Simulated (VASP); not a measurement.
Wanted: the native input for a VASP 6.6.1 run.

```yaml
Task: single point
Functional: PBEsol
Potentials_or_basis: VASP PAW PBE potentials, release 64 (Ti_sv, Ge_d)
Cutoff: 500 eV
k_mesh: 6 × 6 × 6
Occupations: gaussian, width 0.05 eV
Spin: no spin polarisation
Dipole_correction: no
Further_INCAR_settings: ALGO = Normal; EDIFF = 1e-06; NBANDS = 20
```

The structure of TiGe lies in POSCAR:

```
TiGe
1.0
    0.0000000000      2.8564981918      2.8564981918
    2.8564981918      0.0000000000      2.8564981918
    2.8564981918      2.8564981918      0.0000000000
Ti Ge
1 1
Direct
    0.0000000000      0.0000000000      0.0000000000
    0.2500000000      0.2500000000      0.2500000000
```

These files were run (other wordings do the same):

INCAR

```
PREC = Accurate
ENCUT = 500
EDIFF = 1E-6
ISMEAR = 0
SIGMA = 0.05
LREAL = False
LASPH = True
NELM = 120
ALGO = Normal
ISIF = 2
LWAVE = False
LCHARG = False
GGA = PS
NBANDS = 20
GGA_COMPAT = False
```

KPOINTS

```
Automatic mesh
0
Gamma
  6 6 6
```

Potentials or basis: VASP PAW PBE potentials, release 64 (Ti_sv, Ge_d).

Command:

```bash
$ cat potpaw_PBE.64/Ti_sv/POTCAR potpaw_PBE.64/Ge_d/POTCAR > POTCAR
$ mpirun -np 1 vasp_std > vasp.out
```

Results of the run:

| Quantity | Value |
| --- | --- |
| Pressure | 1.7 GPa |
| Band gap on the k mesh | 0.12 eV, direct |

Caveat: the PAW data sets were made with another functional, which shifts forces and pressure a little.

It took 32 s on 1 thread of Intel Xeon 8259CL (shared host), peak memory 0.17 GiB.
